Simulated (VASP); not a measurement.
# Se (P6/mmm) in VASP: further runs

Se is run at these levels: BLYP; tasks: single point, relaxation of cell and atoms.

Program: VASP 6.6.1. These are calculated values, not measurements. Logs are shortened: lines on timing, memory, paths and dates and some standing lists are left out, and cuts for length are marked.

## (1) The cell of the first run

Symmetry: P6/mmm, No. 191, hexagonal system. Conventional cell: a = 4.749 Å, b = 4.749 Å, c = 3.779 Å, α = 90.00°, β = 90.00°, γ = 120.00°. Within 4.4 Å of Se (site symmetry 6/mmm) lie 14 Se at 3.33 to 3.78 Å. Within 3.6 Å of Se (site symmetry -6m2) lie 9 Se at 2.74 to 3.33 Å.

This isn't the form of Se at room conditions, which is trigonal, of chains.

## (2) Single point, BLYP (24.61 Å³/atom)

INCAR reads:

```
SYSTEM = Se
  PREC = Accurate
  ENCUT = 520
  EDIFF = 1E-6
  ISMEAR = -1
  SIGMA = 0.1
  LREAL = .False.
  LASPH = .True.
  NELM = 100
  ALGO = Normal
  ISIF = 2
  LWAVE = .False.
  LCHARG = .False.
  GGA = B5
  ALDAX = 1.0
  AGGAX = 1.0
  AGGAC = 1.0
  ALDAC = 0.0
  NBANDS = 16
```

KPOINTS reads:

```
Automatic mesh
0
Gamma
  9 9 9
  0 0 0
```

POSCAR reads:

```
Se
1.0
    4.7493973651      0.0000000000      0.0000000000
   -2.3746986825      4.1130987708      0.0000000000
    0.0000000000      0.0000000000      3.7787988400
Se
3
Direct
    1.0000000000      1.0000000000      0.0000000000
    0.3333333333      0.6666666667      0.5000000000
    0.6666666667      0.3333333333      0.5000000000
```

Potentials or basis: VASP PAW PBE potentials, release 64 (Se).

Command:

```bash
$ cat potpaw_PBE.64/Se/POTCAR > POTCAR
$ mpirun -np 1 vasp_std > vasp.out
```

OUTCAR:

```text
SYSTEM = Se
   PREC = Accurate
   ENCUT = 520
   EDIFF = 1E-6
   ISMEAR = -1
   LREAL = .False.
   LASPH = .True.
   NELM = 100
   ISIF = 2
   GGA = B5

 ion  position               nearest neighbor table
   1  0.000  0.000  0.000-
   2  0.333  0.667  0.500-   3 2.74   3 2.74   3 2.74
   3  0.667  0.333  0.500-   2 2.74   2 2.74   2 2.74

  LATTYP: Found a hexagonal cell.
 ALAT       =     4.7493973651
 C/A-ratio  =     0.7956375408

  Lattice vectors:

 A1 = (   4.7493973651,   0.0000000000,   0.0000000000)
 A2 = (  -2.3746986825,   4.1130987708,   0.0000000000)
 A3 = (   0.0000000000,   0.0000000000,   3.7787988400)

Analysis of symmetry for initial positions (statically):
=====================================================================
 Subroutine PRICEL returns:
 Original cell was already a primitive cell.

 Routine SETGRP: Setting up the symmetry group for a
 hexagonal supercell.

 Subroutine GETGRP returns: Found 24 space group operations
 (whereof 24 operations were pure point group operations)
 out of a pool of 24 trial point group operations.

The static configuration has the point symmetry D_6h.

Analysis of symmetry for dynamics (positions and initial velocities):
=====================================================================
 Subroutine PRICEL returns:
 Original cell was already a primitive cell.

 Routine SETGRP: Setting up the symmetry group for a
 hexagonal supercell.

 Subroutine GETGRP returns: Found 24 space group operations
 (whereof 24 operations were pure point group operations)
 out of a pool of 24 trial point group operations.

The dynamic configuration has the point symmetry D_6h.

 Subroutine INISYM returns: Found 24 space group operations
 (whereof 24 operations are pure point group operations),
 and found     1 'primitive' translations

----------------------------------------------------------------------------------------

                                     Primitive cell

  volume of cell :      73.8179

  direct lattice vectors                    reciprocal lattice vectors
     4.749397365  0.000000000  0.000000000     0.210553029  0.121562848  0.000000000
    -2.374698683  4.113098771  0.000000000     0.000000000  0.243125696  0.000000000
     0.000000000  0.000000000  3.778798840     0.000000000  0.000000000  0.264634357
[... 78 lines left out ...]
   ISTART =      0    job   : 0-new  1-cont  2-samecut
   ICHARG =      2    charge: 1-file 2-atom 10-const
   ISPIN  =      1    spin polarized calculation?
   LNONCOLLINEAR =      F non collinear calculations
   LSORBIT =      F    spin-orbit coupling
   LASPH  =      T    aspherical Exc in radial PAW
   ENCUT  =  520.0 eV  38.22 Ry    6.18 a.u.   8.83  8.83  7.03*2*pi/ulx,y,z
   NELM   =    100;   NELMIN=  2; NELMDL= -5     # of ELM steps
   EDIFF  = 0.1E-05   stopping-criterion for ELM
   LREAL  =      F    real-space projection
   EDIFFG = 0.1E-04   stopping-criterion for IOM
   NSW    =      0    number of steps for IOM
   IBRION =     -1    ionic relax: 0-MD 1-quasi-New 2-CG
   NFREE  =      0    steps in history (QN), initial steepest desc. (CG)
   ISIF   =      2    stress and relaxation
   ISYM   =      2    0-nonsym 1-usesym 2-fastsym
   POTIM  = 0.5000    time-step for ionic-motion
   TEBEG  =    0.0;   TEEND  =   0.0 temperature during run
   PSTRESS=    0.0 pullay stress
   NELECT =      18.0000    total number of electrons
   NUPDOWN=      -1.0000    fix difference up-down
   EMIN   =  10.00;   EMAX   =-10.00  energy-range for DOS
   EFERMI =   0.00;   METHOD = LEGACY
   ISMEAR =    -1;   SIGMA  =   0.10  broadening in eV -4-tet -1-fermi 0-gaus
   EFERMI_NEDOS =   21; number of points for ismear=-14 and -15
   IALGO  =     38    algorithm
   IMIX   =      4    mixing-type and parameters
     AMIX     =   0.40;   BMIX     =  1.00
     AMIX_MAG =   1.60;   BMIX_MAG =  1.00
  volume/ion in A,a.u.               =      24.61       166.05
  Fermi-wavevector in a.u.,A,eV,Ry     =   1.022771  1.932757 14.232525  1.046061
  Thomas-Fermi vector in A             =   2.156469
   LORBIT       =      0    0 simple, 1 ext, 2 COOP (PROOUT), +10 PAW based schemes
   GGA     = B5    functional components
   LHFCALC =     F    Hartree Fock is set to
   AEXX    =    0.0000 exact exchange contribution
   IVDW    =     0    specifies the selected vdW correction
   LEPSILON=     F    determine dielectric tensor
   LRPA    =     F    only Hartree local field effects (RPA)
 non-spin polarized calculation
  energy-cutoff  :      520.00
  volume of cell :       73.82
 maximum number of plane-waves:      2007
 NGX is ok and might be reduce to    36
   NGX = 17   NGY = 17   NGZ = 15

 number of electron      18.0000003 magnetization

 Free energy of the ion-electron system (eV)
  ---------------------------------------------------
  ext. energy  EPLUGINS =         0.00000000
  ---------------------------------------------------
  free energy    TOTEN  =        -6.87944030 eV

  energy without entropy =       -6.77456591  energy(sigma->0) =       -6.82700311

 E-fermi :   3.7650     XC(G=0):  -9.0142

 val. band max:        3.7650128164   @ k =   0.3333   0.2222   0.4444
 cond. band min:       3.7741928408   @ k =   0.1111   0.0000   0.2222
 fundamental gap:      0.0091800244
 Fermi energy:         3.7650135745

 k-point     1 :       0.0000    0.0000    0.0000
  band No.  band energies     occupation
      1     -11.3245      2.00000
      2      -7.7540      2.00000
      3      -7.1394      2.00000
      4      -0.4843      2.00000
      5      -0.4843      2.00000
      6       0.9527      2.00000
[... 433 lines left out ...]
      3      -8.5920      2.00000
      4      -0.9594      2.00000
      5       1.0972      2.00000
      6       1.0972      2.00000
[... 8 lines left out ...]
     15      12.1469      0.00000
     16      13.4556      0.00000

 [... further k-points ...]
[... 5 lines left out ...]
  --------------------------------------------------------------------------------------
  -------------------------------------------------------------------------------------
  Total       -0.0199600     -0.0199600      0.1978137     -0.0000000      0.0000000      0.0000000
  in kB       -0.4332204     -0.4332204      4.2934415     -0.0000000      0.0000000      0.0000000
  external PRESSURE =       1.1423336 kB  Pullay stress =       0.0000000 kB

 VOLUME and BASIS-vectors are now :
 -----------------------------------------------------------------------------
  energy-cutoff  :      520.00
  volume of cell :       73.82
      direct lattice vectors                 reciprocal lattice vectors
     4.749397365  0.000000000  0.000000000     0.210553029  0.121562848  0.000000000
    -2.374698683  4.113098771  0.000000000     0.000000000  0.243125696  0.000000000
     0.000000000  0.000000000  3.778798840     0.000000000  0.000000000  0.264634357

 POSITION                                       TOTAL-FORCE (eV/Angst)
 -----------------------------------------------------------------------------------
      0.00000      0.00000      0.00000         0.000000      0.000000      0.000000
     -0.00000      2.74207      1.88940        -0.000000      0.000000     -0.000000
      2.37470      1.37103      1.88940         0.000000      0.000000      0.000000
 -----------------------------------------------------------------------------------
    total drift:                               -0.000000     -0.000000     -0.000000

  FREE ENERGIE OF THE ION-ELECTRON SYSTEM (eV)
  ---------------------------------------------------
  free  energy   TOTEN  =        -6.8794402989 eV

  energy  without entropy=       -6.7745659111  energy(sigma->0) =       -6.82700311
```

OSZICAR:

```text
N       E                     dE             d eps       ncg     rms          rms(c)
DAV:   1     0.770619199107E+02    0.77062E+02   -0.74857E+03  1920   0.958E+02
DAV:   2    -0.250446762846E+01   -0.79566E+02   -0.76209E+02  2632   0.155E+02
DAV:   3    -0.694307175212E+01   -0.44386E+01   -0.43952E+01  2368   0.392E+01
DAV:   4    -0.697069074465E+01   -0.27619E-01   -0.27616E-01  2584   0.370E+00
DAV:   5    -0.697084991967E+01   -0.15918E-03   -0.15917E-03  2432   0.278E-01    0.445E+00
DAV:   6    -0.690759728729E+01    0.63253E-01   -0.34243E-01  2472   0.298E+00    0.291E+00
DAV:   7    -0.687974666439E+01    0.27851E-01   -0.84118E-02  2272   0.167E+00    0.192E+00
DAV:   8    -0.687957270028E+01    0.17396E-03   -0.24128E-02  2568   0.924E-01    0.217E-01
DAV:   9    -0.687940984708E+01    0.16285E-03   -0.16417E-03  2288   0.233E-01    0.818E-02
DAV:  10    -0.687942902572E+01   -0.19179E-04   -0.16920E-04  2600   0.776E-02    0.171E-02
DAV:  11    -0.687943863875E+01   -0.96130E-05   -0.16722E-05  2424   0.287E-02    0.690E-03
DAV:  12    -0.687944021499E+01   -0.15762E-05   -0.20322E-06  2352   0.113E-02    0.146E-03
DAV:  13    -0.687944029894E+01   -0.83951E-07   -0.18806E-07  1376   0.372E-03
   1 F= -.68794403E+01 E0= -.68270031E+01  d E =-.104874E+00
```

stdout:

```text
POSCAR found type information on POSCAR Se
 POSCAR found :  1 types and       3 ions
 scaLAPACK will be used
 -----------------------------------------------------------------------------
|                                                                             |
|                                                                             |
|     You enforced a specific xc type in the INCAR file but a different       |
|     I HOPE YOU KNOW WHAT YOU ARE DOING!                                     |
|                                                                             |
 -----------------------------------------------------------------------------

 LDA part: xc-table for (Slater(with rela. corr.)+VWN5), standard interpolation
 POSCAR, INCAR and KPOINTS ok, starting setup
 FFT: planning ... GRIDC
 FFT: planning ... GRID_SOFT
 FFT: planning ... GRID
 WAVECAR not read
 entering main loop
```

Wall time 1.8 min (1 thread of Intel Xeon 8259CL, shared host); peak memory 0.21 GiB.

What came out:

- Free energy: -6.8794 eV
- Pressure: 0.1 GPa
- Band gap on the k mesh: zero (bands 9 and 10 overlap by 1.70 eV)

Caveat: the PAW data sets were made with another functional, which shifts forces and pressure a little.

## (3) Relaxation of cell and atoms, BLYP

This run uses another cell than the first one, of 21.81 Å³/atom.

INCAR reads:

```
SYSTEM = Se
PREC = Accurate
ENCUT = 600
EDIFF = 1E-7
ISMEAR = -1
SIGMA = 0.1
LREAL = .False.
LASPH = .True.
NELM = 80
ALGO = Normal
ISIF = 3
LWAVE = .False.
LCHARG = .False.
GGA = B5
ALDAX = 1.0
AGGAX = 1.0
AGGAC = 1.0
ALDAC = 0.0
IBRION = 2
NSW = 80
EDIFFG = -0.01
```

KPOINTS reads:

```
Automatic mesh
0
Gamma
  7 7 10
  0 0 0
```

POSCAR reads:

```
Se
1.0
    4.9764452362      0.0000000000      0.0000000000
   -2.4882226181      4.3097279951      0.0000000000
    0.0000000000      0.0000000000      3.0505609298
Se
3
Direct
    0.0000000000      0.0000000000      0.0000000000
    0.3333333333      0.6666666667      0.5000000000
    0.6666666667      0.3333333333      0.5000000000
```

Potentials or basis: VASP PAW PBE potentials, release 64 (Se).

Command:

```bash
$ cat potpaw_PBE.64/Se/POTCAR > POTCAR
$ mpirun -np 1 vasp_std > vasp.out
```

Wall time 2.3 min (1 thread of Intel Xeon 8259CL, shared host); peak memory 0.21 GiB.

It converged, with:

```yaml
Free_energy: -6.7313 eV
Relaxed_volume: 23.14 Å³/atom
Relaxed_cell: a = 5.076 Å, b = 5.076 Å, c = 3.112 Å, α = 90.00°, β = 90.00°, γ = 120.00°
Space_group_after_relaxing_to_0.1_Å: P6/mmm (No. 191)
Energy_gained_by_relaxing: 13.9 meV/atom
Ionic_steps: 3
Pressure_after_relaxing: 0.0 GPa
Band_gap_on_the_k_mesh: zero (bands 9 and 10 overlap by 3.95 eV)
```

The path:
```csv
step,energy change (eV),largest force (eV/Å),pressure (GPa),volume (Å³)
1,0.0000,0.0000,3.52,65.43
2,-0.0406,0.0000,-0.47,70.07
3,-0.0416,0.0000,0.01,69.42
```

Final structure:
```
Se
1.0
     5.07556    0.00000    0.00000
    -2.53778    4.39556    0.00000
     0.00000    0.00000    3.11151
Se
3
Direct
  0.00000 0.00000 0.00000
  0.33333 0.66667 0.50000
  0.66667 0.33333 0.50000
```

Levels at points of the mesh, in eV from the Fermi level:
| k point | band 5 | band 6 | band 7 | band 8 | band 9 | band 10 | band 11 | band 12 | band 13 |
| --- | --- | --- | --- | --- | --- | --- | --- | --- | --- |
| (0.00, 0.00, 0.00) | -4.28 | -3.67 | -3.67 | -0.19 | 2.18 | 2.34 | 2.34 | 2.35 | 6.62 |
| (0.00, 0.00, 0.50) | -3.44 | -3.11 | -3.11 | -2.66 | -1.18 | -1.18 | -0.16 | -0.16 | 5.31 |

Caveat: the PAW data sets were made with another functional, which shifts forces and pressure a little.
